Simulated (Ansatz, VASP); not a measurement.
## InSe: VASP beside Ansatz

File INCAR:

```
SYSTEM = InSe
  PREC = Accurate
  ENCUT = 520
  EDIFF = 1E-6
  ISMEAR = 0
  SIGMA = 0.01
  LREAL = .False.
  LASPH = .True.
  NELM = 100
  ALGO = Normal
  ISIF = 2
  LWAVE = .False.
  LCHARG = .False.
  GGA = PS
  NBANDS = 27
```

KPOINTS

```
Automatic mesh
0
Gamma
  6 6 6
  0 0 0
```

Contents of POSCAR:

```
InSe
1.0
    1.9486951604      1.1250801252      8.2234935768
   -1.9486951604      1.1250801252      8.2234935768
    0.0000000000     -2.2501592760      8.2234935768
In Se
2 2
Direct
    0.0000000000      0.0000000000      0.0000000000
    0.1114000000      0.1114000000      0.1114000000
    0.6165000000      0.6165000000      0.6165000000
    0.8281000000      0.8281000000      0.8281000000
```

Input for Ansatz:

```yaml
crystal:
  lattice:
    - [1.9486951603746578, 1.125080125189889, 8.223493576781056]
    - [-1.9486951603746578, 1.125080125189889, 8.223493576781056]
    - [0.0, -2.2501592760321976, 8.223493576781056]
  atoms:
    - { symbol: In, position: [0.0, 0.0, 0.0] }
    - { symbol: In, position: [0.1114, 0.1114, 0.1114] }
    - { symbol: Se, position: [0.6165, 0.6165, 0.6165] }
    - { symbol: Se, position: [0.8281, 0.8281, 0.8281] }
basis:
  ecutwfc: 550.0
kpoints:
  mp_grid:
    grid: [6, 6, 6]
hamiltonian:
  xc: pbesol
  pseudopotentials:
    kind: paw
scf:
  occupations:
    method: fixed
output:
  stress: true
```

Alike in both runs: task single point; functional PBEsol; k mesh 6 × 6 × 6; no spin polarisation.

|  | VASP | Ansatz |
| --- | --- | --- |
| version | VASP 6.6.1 | Ansatz 0.2.0 |
| potentials or method | VASP PAW PBE potentials, release 64 (In_d, Se), cutoff 520 eV | plane waves, PAW |
| occupations | gaussian, width 0.01 eV | fixed |
| valence electrons in the cell | 38 | 58 |

Ansatz gave:

| Property | Result |
| --- | --- |
| pressure (GPa) | 5.0 |
| traceless stress, the component that is largest in VASP (GPa) | -1.10 |

Q: What did VASP give for the same quantities?

A: Pressure (GPa): 5.1; traceless stress, the component that is largest in VASP (GPa): -1.12.

VASP's potentials were made for PBE, not for PBEsol. VASP's potentials hold 38 valence electrons a cell and Ansatz's 58, so a difference there can come from the potentials and not from the codes.
